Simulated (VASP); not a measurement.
# KZnF3 (Pm-3m) in VASP: settings compared, part 2 of 2

VASP 6.6.1. The steps go on from the part before.

## 3. Single point, PBE

This run uses another cell than the first one, of 13.26 Å³/atom, 1.330 times its volume.

Input file INCAR:

```
ALGO = Normal
EDIFF = 1E-6
ENCUT = 520
GGA = PE
ISIF = 2
ISMEAR = 0
LASPH = True
LCHARG = False
LREAL = False
LWAVE = False
NBANDS = 29
NELM = 80
PREC = Accurate
SIGMA = 0.1
```

Input file KPOINTS:

```
k-points
0
Gamma
  4 4 4
```

Input file POSCAR:

```
KZnF3
1.0
    4.0474167900      0.0000000000      0.0000000000
    0.0000000000      4.0474167900      0.0000000000
    0.0000000000      0.0000000000      4.0474167900
K Zn F
1 1 3
Direct
    0.0000000000      0.0000000000      0.0000000000
    0.5000000000      0.5000000000      0.5000000000
    0.0000000000      0.5000000000      0.5000000000
    0.5000000000      0.0000000000      0.5000000000
    0.5000000000      0.5000000000      0.0000000000
```

Potentials or basis: VASP PAW PBE potentials, release 64 (K_sv, Zn, F).

On the command line:

```sh
$ cat potpaw_PBE.64/K_sv/POTCAR potpaw_PBE.64/Zn/POTCAR potpaw_PBE.64/F/POTCAR > POTCAR
$ mpirun -np 1 vasp_std > vasp.out
```

OUTCAR:

```text
EDIFF = 1E-6
   ENCUT = 520
   GGA = PE
   ISIF = 2
   ISMEAR = 0
   LASPH = True
   LREAL = False
   NELM = 80
   PREC = Accurate

 ion  position               nearest neighbor table
   1  0.000  0.000  0.000-
   2  0.500  0.500  0.500-   3 2.02   4 2.02   5 2.02   5 2.02   4 2.02   3 2.02
   3  0.000  0.500  0.500-   2 2.02   2 2.02
   4  0.500  0.000  0.500-   2 2.02   2 2.02
   5  0.500  0.500  0.000-   2 2.02   2 2.02

  LATTYP: Found a simple cubic cell.
 ALAT       =     4.0474167900

  Lattice vectors:

 A1 = (   4.0474167900,   0.0000000000,   0.0000000000)
 A2 = (   0.0000000000,   4.0474167900,   0.0000000000)
 A3 = (   0.0000000000,   0.0000000000,   4.0474167900)

Analysis of symmetry for initial positions (statically):
=====================================================================
 Subroutine PRICEL returns:
 Original cell was already a primitive cell.

 Routine SETGRP: Setting up the symmetry group for a
 simple cubic supercell.

[... 154 lines left out ...]

  energy without entropy =      -20.26067151  energy(sigma->0) =      -20.26067151

 E-fermi :  -0.2355     XC(G=0):  -9.8889

 val. band max:       -0.7363129404   @ k =   0.5000   0.5000   0.5000
 cond. band min:       3.0613265169   @ k =   0.0000   0.0000   0.0000
 fundamental gap:      3.7976394573
 Fermi energy:        -0.2354521370

 k-point     1 :       0.0000    0.0000    0.0000
  band No.  band energies     occupation
      1     -27.8402      2.00000
      2     -22.3652      2.00000
      3     -21.7356      2.00000
      4     -21.7356      2.00000
      5     -11.3266      2.00000
      6     -11.3266      2.00000
[... 309 lines left out ...]
     28      11.7890      0.00000
     29      12.7721      0.00000

------------------------ aborting loop because EDIFF is reached ----------------------------------------

  FORCE on cell =-STRESS in cart. coord.  units (eV):
  Direction    XX          YY          ZZ          XY          YZ          ZX
  --------------------------------------------------------------------------------------
  -------------------------------------------------------------------------------------
  Total        2.1246323      2.1246323      2.1246323     -0.0000000      0.0000000      0.0000000
  in kB       51.3405568     51.3405568     51.3405568     -0.0000000      0.0000000      0.0000000
  external PRESSURE =      51.3405568 kB  Pullay stress =       0.0000000 kB

 VOLUME and BASIS-vectors are now :
 -----------------------------------------------------------------------------
  energy-cutoff  :      520.00
  volume of cell :       66.30
      direct lattice vectors                 reciprocal lattice vectors
     4.047416790  0.000000000  0.000000000     0.247071170  0.000000000  0.000000000
     0.000000000  4.047416790  0.000000000     0.000000000  0.247071170  0.000000000
     0.000000000  0.000000000  4.047416790     0.000000000  0.000000000  0.247071170

 POSITION                                       TOTAL-FORCE (eV/Angst)
 -----------------------------------------------------------------------------------
      0.00000      0.00000      0.00000         0.000000      0.000000      0.000000
      2.02371      2.02371      2.02371         0.000000      0.000000      0.000000
      0.00000      2.02371      2.02371         0.000000      0.000000      0.000000
      2.02371      0.00000      2.02371         0.000000      0.000000      0.000000
      2.02371      2.02371      0.00000         0.000000      0.000000      0.000000
 -----------------------------------------------------------------------------------
    total drift:                                0.000000      0.000000     -0.000000

  FREE ENERGIE OF THE ION-ELECTRON SYSTEM (eV)
  ---------------------------------------------------
  free  energy   TOTEN  =       -20.2606715106 eV

  energy  without entropy=      -20.2606715106  energy(sigma->0) =      -20.26067151
```

OSZICAR:

```text
N       E                     dE             d eps       ncg     rms          rms(c)
DAV:   1     0.436963094928E+03    0.43696E+03   -0.22170E+04   580   0.172E+03
DAV:   2     0.162414241520E+02   -0.42072E+03   -0.39638E+03   667   0.445E+02
DAV:   3    -0.215600185078E+02   -0.37801E+02   -0.37561E+02   663   0.140E+02
DAV:   4    -0.224928533678E+02   -0.93283E+00   -0.93011E+00   886   0.206E+01
DAV:   5    -0.225027082162E+02   -0.98548E-02   -0.98530E-02   664   0.186E+00    0.115E+01
DAV:   6    -0.202283459235E+02    0.22744E+01   -0.64203E+00   810   0.342E+01    0.704E+00
DAV:   7    -0.202845762359E+02   -0.56230E-01   -0.13604E+00   635   0.716E+00    0.453E+00
DAV:   8    -0.202967643818E+02   -0.12188E-01   -0.45695E-01   752   0.124E+01    0.158E+00
DAV:   9    -0.202624144594E+02    0.34350E-01   -0.83415E-02   839   0.776E+00    0.493E-01
DAV:  10    -0.202604821057E+02    0.19324E-02   -0.46277E-02   797   0.461E+00    0.212E-01
DAV:  11    -0.202608026200E+02   -0.32051E-03   -0.78947E-03   655   0.766E-01    0.126E-01
DAV:  12    -0.202607969503E+02    0.56697E-05   -0.36864E-04   640   0.136E-01    0.949E-02
DAV:  13    -0.202606616709E+02    0.13528E-03   -0.68033E-04   831   0.812E-01    0.103E-02
DAV:  14    -0.202606735635E+02   -0.11893E-04   -0.12314E-04   671   0.880E-02    0.120E-02
DAV:  15    -0.202606720265E+02    0.15370E-05   -0.35812E-06   616   0.232E-02    0.672E-03
DAV:  16    -0.202606715106E+02    0.51590E-06   -0.13022E-06   418   0.132E-02
   1 F= -.20260672E+02 E0= -.20260672E+02  d E =-.107213E-12
```

stdout:

```text
POSCAR found type information on POSCAR K ZnF
 POSCAR found :  3 types and       5 ions
 scaLAPACK will be used
 LDA part: xc-table for (Slater+PW92), standard interpolation
 POSCAR, INCAR and KPOINTS ok, starting setup
 FFT: planning ... GRIDC
 FFT: planning ... GRID_SOFT
 FFT: planning ... GRID
 WAVECAR not read
 entering main loop
```

Wall time 20 s (1 thread of Intel Xeon Platinum 8488C (Sapphire Rapids), shared host); peak memory 0.17 GiB.

What came out:

```yaml
Free_energy: -20.2607 eV
Pressure: 5.1 GPa
Band_gap_on_the_k_mesh: 3.80 eV, indirect (least direct gap 5.66 eV)
```

## 4. Single point, LDA

This run uses another cell than the first one, of 14.98 Å³/atom, 1.503 times its volume.

Input file INCAR:

```
SYSTEM = KZnF3
ALGO     = Normal         ! electronic algorithm
EDIFF    = 1E-6           ! SCF threshold, eV
ENCUT    = 520            ! plane-wave cutoff, eV
GGA      = CA             ! functional
ISIF     = 2              ! what is computed and relaxed
ISMEAR   = 1              ! smearing method
LASPH    = .TRUE.         ! aspherical terms in the spheres
LCHARG   = .FALSE.        ! write CHGCAR
LREAL    = .FALSE.        ! projectors in reciprocal space
LWAVE    = .FALSE.        ! write WAVECAR
NBANDS   = 29             ! bands
NELM     = 80             ! most SCF steps
PREC     = Accurate       ! precision mode
SIGMA    = 0.1            ! smearing width, eV
```

Input file KPOINTS:

```
k-points
0
G
  4 4 4
  0 0 0
```

POSCAR: that of step 3 with these lines changed.

```diff
@@ -2,5 +2,5 @@
 1.0
-    4.0474167900      0.0000000000      0.0000000000
-    0.0000000000      4.0474167900      0.0000000000
-    0.0000000000      0.0000000000      4.0474167900
+    4.2157101501      0.0000000000      0.0000000000
+    0.0000000000      4.2157101501      0.0000000000
+    0.0000000000      0.0000000000      4.2157101501
 K Zn F
```

Potentials or basis: VASP PAW LDA potentials, release 64 (K_sv, Zn, F).

On the command line:

```sh
$ cat potpaw_LDA.64/K_sv/POTCAR potpaw_LDA.64/Zn/POTCAR potpaw_LDA.64/F/POTCAR > POTCAR
$ mpirun -np 1 vasp_std > vasp.out
```

It took 15 s on 1 thread of Intel Xeon Platinum 8488C (Sapphire Rapids), shared host; peak memory 0.16 GiB.

The run converged. Its results:

```
Free energy            : -22.6483 eV
Pressure               : -11.0 GPa
Band gap on the k mesh : 3.28 eV, indirect (least direct gap 4.45 eV)
```

Levels at points of the mesh, in eV from the valence-band top:
```tsv
k point	band 17	band 18	band 19	band 20	band 21	band 22	band 23	band 24	band 25	band 26
(0.00, 0.00, 0.00)	-1.30	-1.30	-1.17	-1.17	-1.17	3.28	8.76	8.92	8.92	11.18
(0.50, 0.00, 0.00)	-1.47	-1.29	-1.29	-1.17	-1.17	5.81	7.91	9.78	10.96	10.96
(0.50, 0.50, 0.00)	-1.59	-1.25	-1.25	-0.83	0.00	7.31	9.50	9.50	9.90	11.41
(0.50, 0.50, 0.50)	-0.81	-0.81	-0.81	0.00	0.00	8.32	8.32	8.32	9.09	11.57
```

A k mesh can miss the band edges. As with any semilocal functional, this LDA gap is likely too small.

## 5. Single point, PBE+U

This run uses another cell than the first one, of 13.26 Å³/atom, 1.330 times its volume.

Input file INCAR:

```
SYSTEM = KZnF3
  ALGO = Normal
  EDIFF = 1E-6
  ENCUT = 520
  GGA = PE
  ISIF = 2
  ISMEAR = 0
  LASPH = .TRUE.
  LCHARG = .TRUE.
  LDAU = .TRUE.
  LDAUJ = 0 0 0
  LDAUL = -1 2 -1
  LDAUPRINT = 1
  LDAUTYPE = 2
  LDAUU = 0 1 0
  LELF = .TRUE.
  LREAL = .FALSE.
  LVHAR = .TRUE.
  LWAVE = .FALSE.
  NBANDS = 29
  NELM = 150
  PREC = Accurate
  SIGMA = 0.1
```

KPOINTS is that of step 4.

POSCAR: that of step 4 with these lines changed.

```diff
@@ -2,5 +2,5 @@
 1.0
-    4.2157101501      0.0000000000      0.0000000000
-    0.0000000000      4.2157101501      0.0000000000
-    0.0000000000      0.0000000000      4.2157101501
+    4.0474167900      0.0000000000      0.0000000000
+    0.0000000000      4.0474167900      0.0000000000
+    0.0000000000      0.0000000000      4.0474167900
 K Zn F
```

Potentials or basis: VASP PAW PBE potentials, release 64 (K_sv, Zn, F).

On the command line:

```sh
$ cat potpaw_PBE.64/K_sv/POTCAR potpaw_PBE.64/Zn/POTCAR potpaw_PBE.64/F/POTCAR > POTCAR
$ mpirun -np 1 vasp_std > vasp.out
```

Run time: 20 s. Hardware: 1 thread of Intel Xeon Platinum 8488C (Sapphire Rapids), shared host; peak memory 0.17 GiB.

Results (log left out):

```yaml
Free_energy: -20.2550 eV
Pressure: 4.5 GPa
Band_gap_on_the_k_mesh: 4.02 eV, indirect (least direct gap 5.68 eV)
```

Levels at points of the mesh, in eV from the valence-band top:
```tsv
k point	band 17	band 18	band 19	band 20	band 21	band 22	band 23	band 24	band 25	band 26
(0.00, 0.00, 0.00)	-1.88	-1.88	-1.67	-1.67	-1.67	4.02	8.89	8.89	9.62	11.21
(0.50, 0.00, 0.00)	-1.84	-1.84	-1.64	-1.60	-1.60	6.78	8.50	9.84	11.28	11.28
(0.50, 0.50, 0.00)	-2.07	-1.70	-1.70	-1.32	0.00	8.25	10.32	10.37	10.37	11.62
(0.50, 0.50, 0.50)	-1.30	-1.30	-1.30	0.00	0.00	8.63	8.63	8.63	10.46	12.46
```

Eigenvalues of the final occupation matrices:
| site | spin | trace | eigenvalues |
| --- | --- | --- | --- |
| site 2 d | 1 | 5.00 | 0.99 0.99 0.99 1.02 1.02 |
| site 2 d | 2 | 5.00 | 0.99 0.99 0.99 1.02 1.02 |

A k mesh can miss the band edges.

## 6. Summary

```csv
level,potentials or basis,U,cell,smearing,gap on the mesh (eV),pressure (GPa)
PBE,"VASP PAW PBE potentials, release 64 (K_sv, Zn, F)",-,"a = 3.681 Å, 5 atoms",gaussian 0.1 eV,4.66,55.5
PBE,"VASP PAW PBE potentials, release 64 (K_sv, Zn, F)",-,"a = 4.047 Å, 5 atoms",gaussian 0.1 eV,3.80,5.1
LDA,"VASP PAW LDA potentials, release 64 (K_sv, Zn, F)",-,"a = 4.216 Å, 5 atoms",methfessel-paxton 0.1 eV,3.28,-11.0
PBE+U,"VASP PAW PBE potentials, release 64 (K_sv, Zn, F)",Zn d U = 1.0 eV,"a = 4.047 Å, 5 atoms",gaussian 0.1 eV,4.02,4.5
```

Alike in all rows: task single point; no spin polarisation; k mesh 4 × 4 × 4; cutoff (eV) 520.

Caveats: some runs use coarse meshes.

Absolute energies hang on the potentials; compare differences alone.
